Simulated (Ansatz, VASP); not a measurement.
**One calculation of TiO2, two programs**

INCAR

```
PREC = Accurate
ENCUT = 520
EDIFF = 1E-6
ISMEAR = -1
SIGMA = 0.1
LREAL = False
LASPH = True
NELM = 100
ALGO = Normal
ISIF = 2
LWAVE = False
LCHARG = True
GGA = PE
LELF = True
LVHAR = True
NBANDS = 19
```

File KPOINTS:

```
Automatic mesh
0
Gamma
  12 12 12
```

File POSCAR:

```
TiO2
1.0
    0.0000000000      2.3142502914      2.3142502914
    2.3142502914      0.0000000000      2.3142502914
    2.3142502914      2.3142502914      0.0000000000
Ti O
1 2
Direct
    0.0000000000      0.0000000000      0.0000000000
    0.2500000000      0.2500000000      0.2500000000
    0.7500000000      0.7500000000      0.7500000000
```

Input for Ansatz:

```yaml
crystal:
  lattice:
    - [0.0, 2.3142502914, 2.3142502914]
    - [2.3142502914, 0.0, 2.3142502914]
    - [2.3142502914, 2.3142502914, 0.0]
  atoms:
    - { symbol: Ti, position: [0.0, 0.0, 0.0] }
    - { symbol: O, position: [0.25, 0.25, 0.25] }
    - { symbol: O, position: [0.75, 0.75, 0.75] }
kpoints:
  mp_grid: { grid: [12, 12, 12] }
scf:
  occupations: { method: fermi_dirac, width: 0.1 }
hamiltonian:
  xc: pbe
  pseudopotentials: { kind: all_electron, lapw: { basis_error: 0.001 } }
output:
  forces: true
  stress: true
  eigenvalues: true
  populations: true
```

Change from the starting cell: volume scaled by 0.88, LAPW.

Alike in both runs: task single point; functional PBE; k mesh 12 × 12 × 12; occupations fermi-dirac, width 0.1 eV; no spin polarisation.

|  | VASP | Ansatz |
| --- | --- | --- |
| version | VASP 6.6.1 | Ansatz 0.2.0 |
| potentials or method | VASP PAW PBE potentials, release 64 (Ti_sv, O), cutoff 520 eV | all-electron LAPW, scalar-relativistic |

```tsv
	VASP	Ansatz	Ansatz less VASP
pressure (GPa)	42.8	41.8	-1.02
```

Both programs put the cell under a high pressure, so it lies far from rest at this level. Ansatz ran all-electron here, and VASP with PAW potentials.
